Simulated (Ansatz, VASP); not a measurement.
# W in VASP and in Ansatz

```
CELL_PARAMETERS angstrom
0.00000 2.03674 2.03674
2.03674 0.00000 2.03674
2.03674 2.03674 0.00000
ATOMIC_POSITIONS crystal
W 0.00000 0.00000 0.00000
```

Change from the starting cell: volume scaled by 1.01.

Alike in both runs: task single point; functional PBE; k mesh 14 × 14 × 14; occupations fermi-dirac, width 0.05 eV; no spin polarisation.

|  | VASP | Ansatz |
| --- | --- | --- |
| version | VASP 6.6.1 | Ansatz 0.2.0 |
| potentials or method | VASP PAW PBE potentials, release 64 (W_sv), cutoff 520 eV | all-electron LAPW, scalar-relativistic |

Ansatz gave:

* pressure (GPa): -7.1

**Question.** Which values does VASP return?

**Answer.** Pressure (GPa): -6.9.

Ansatz ran all-electron here, and VASP with PAW potentials.

Spin-orbit coupling is off throughout.
